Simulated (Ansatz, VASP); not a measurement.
One calculation of NaHI2, two programs

POSCAR

```
NaHI2
1.0
    1.5617290000     -4.2873040000      0.0000000000
    0.0000000000      2.4280870000     -3.8632070000
    5.1039790000      4.2873040000      0.0000000000
Na H I
1 1 2
Direct
    0.0000000000      0.0000000000      0.0000000000
    0.5000000000      0.5000000000      0.5000000000
    0.4100000000      0.5900000000      0.2300000000
    0.5900000000      0.4100000000      0.7700000000
```

The input INCAR.step1:

```
PREC = Accurate ; ENCUT = 520
ISMEAR = -1 ; SIGMA = 0.1
LREAL = F ; LASPH = T
NELM = 60 ; NBANDS = 19
GGA = PE ; ALGO = Normal
EDIFF = 1E-4 ; LWAVE = T
LCHARG = F
```

INCAR.step2

```
PREC = Accurate ; ENCUT = 520
EDIFF = 1E-6 ; ISMEAR = -1
SIGMA = 0.1 ; LREAL = F
LASPH = T ; NELM = 60
ALGO = Normal ; ISIF = 2
LWAVE = F ; LCHARG = T
METAGGA = R2SCAN ; LMIXTAU = T
LELF = T ; LVHAR = T
NBANDS = 19 ; ISTART = 1
```

KPOINTS

```
Automatic mesh
0
Gamma
  7 7 7
```

Input for Ansatz:

```yaml
crystal:
  lattice:
    - [1.561729, -4.287304, 0.0]
    - [0.0, 2.428087, -3.863207]
    - [5.103979, 4.287304, 0.0]
  atoms:
    - { symbol: Na, position: [0.0, 0.0, 0.0] }
    - { symbol: H, position: [0.5, 0.5, 0.5] }
    - { symbol: I, position: [0.41, 0.59, 0.23] }
    - { symbol: I, position: [0.59, 0.41, 0.77] }
  symmetry: { tolerance: 0.0003 }
kpoints:
  mp_grid: { grid: [7, 7, 7], shift: [0, 0, 0] }
magnetization:
  spin_polarized: false
scf:
  occupations: { method: fermi_dirac }
  lower_state_search: "off"
  max_iter: 200
hamiltonian:
  pseudopotentials: { kind: paw }
  xc: r2scan
basis:
  ecutwfc: 500
  fft_grid_basis: typed
output:
  forces: true
  stress: true
  eigenvalues: true
  bader: true
  populations: true
  elf: true
  write_potential: true
  volumetric_format: npy
  dos:
    e_range: [-12, 8]
    de: 0.05
    projected: { site_lists: { H: [H], I: [I], Na: [Na] } }
checkpoint:
  read: saved_state
```

Alike in both runs: task single point; functional r2SCAN; k mesh 7 × 7 × 7; no spin polarisation.

```csv
,VASP,Ansatz
version,VASP 6.6.1,Ansatz 0.2.0
potentials or method,"VASP PAW PBE potentials, release 64 (Na_pv, H, I), cutoff 520 eV",PAW plane waves
occupations,"fermi-dirac, width 0.1 eV",fermi-dirac
valence electrons in the cell,22,44
```

```tsv
	VASP	Ansatz	Ansatz less VASP
pressure (GPa)	11.0	11.1	+0.10
traceless stress, the component that is largest in VASP (GPa)	11.09	11.06	-0.033
rms of the force components (eV/Å)	1.404	1.398	-0.0054
```

VASP's potentials were made for PBE, not for r2SCAN. Atom by atom the forces differ by 0.005 eV/Å (rms over components). VASP's potentials hold 22 valence electrons a cell and Ansatz's 44, so a difference there can come from the potentials and not from the codes. Ansatz's warnings: structure snapped to symmetry.

Spin-orbit coupling is off throughout.
